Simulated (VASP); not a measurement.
Wanted: the native input for a VASP 6.6.1 run.

| Quantity | Value |
| --- | --- |
| Task | single point |
| Functional | PBEsol |
| Potentials or basis | VASP PAW PBE potentials, release 64 (O) |
| Cutoff | 520 eV |
| k mesh | 10 × 10 × 7 |
| Occupations | gaussian, width 0.02 eV |
| Spin | no spin polarisation |
| Dipole correction | no |
| Further INCAR settings | ALGO = Normal; EDIFF = 1e-06; NBANDS = 13 |

The structure of O lies in POSCAR:

```
O
1.0
    2.8514028533     -1.6624159400      0.0000000000
    2.8514028533      1.6624159400      0.0000000000
   -2.3944914034      0.0000000000      3.6470501824
O
2
Direct
    0.9745461700      0.9745461700      0.8444259800
    0.0254538300      0.0254538300      0.1555740200
```

One way to write it, as run:

INCAR

```
PREC = Accurate ; ENCUT = 520
EDIFF = 1E-6 ; ISMEAR = 0
SIGMA = 0.02 ; LREAL = False
LASPH = True ; NELM = 60
ALGO = Normal ; ISIF = 2
LWAVE = False ; LCHARG = True
GGA = PS ; LELF = True
LVHAR = True ; NBANDS = 13
```

KPOINTS

```
regular mesh
0
Gamma
  10 10 7
```

Potentials or basis: VASP PAW PBE potentials, release 64 (O).

The run is started by

```console
$ cat potpaw_PBE.64/O/POTCAR > POTCAR
$ mpirun -np 1 vasp_std > vasp.out
```

Results of the run:

| Quantity | Value |
| --- | --- |
| Pressure | -1.9 GPa |
| Largest force | 0.441 eV/Å |
| Band gap on the k mesh | zero (band 6 reaches -1.71 eV, above the bottom of band 7 at -1.99 eV) |

Caveat: the standard files for N, O and F lose accuracy on very short bonds; spin is off for a triplet molecule; the PAW data sets were made with another functional, which shifts forces and pressure a little.

Wall time 66 s on 1 thread of AMD EPYC 7R13 Processor (Zen 3) (shared host), peak memory 0.17 GiB.
